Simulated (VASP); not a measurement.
Runs of VASP 6.6.1 on HfN. The structure is that of space group Fm-3m (No. 225), or close to it. The cells are those of the table. 

```tsv
cell	gap on the mesh (eV)	pressure (GPa)
a = 3.253 Å, angles 60.0°, 2 atoms	none	-10.6
a = 3.190 Å, angles 60.0°, 2 atoms	none	(a)
a = 3.232 Å, angles 60.0°, 2 atoms	none	-6.2
a = 3.169 Å, angles 60.0°, 2 atoms	none	10.3
a = 3.147 Å, angles 60.0°, 2 atoms	none	(b)
```

Alike in all rows: task single point; level PBE; potentials or basis VASP PAW PBE potentials, release 64 (Hf_pv, N); no spin polarisation; k mesh 9 × 9 × 9; cutoff (eV) 520; smearing fermi-dirac 0.1 eV.

Fill in the values left out.

(a) 4.2; (b) 17.0.

Caveats: spin-orbit coupling is left out, which moves the levels of the heavy elements.

A k mesh can miss the band edges, and the runs leave out spin-orbit coupling on Hf.

A gap of «none» marks levels without a gap at the run's occupations.
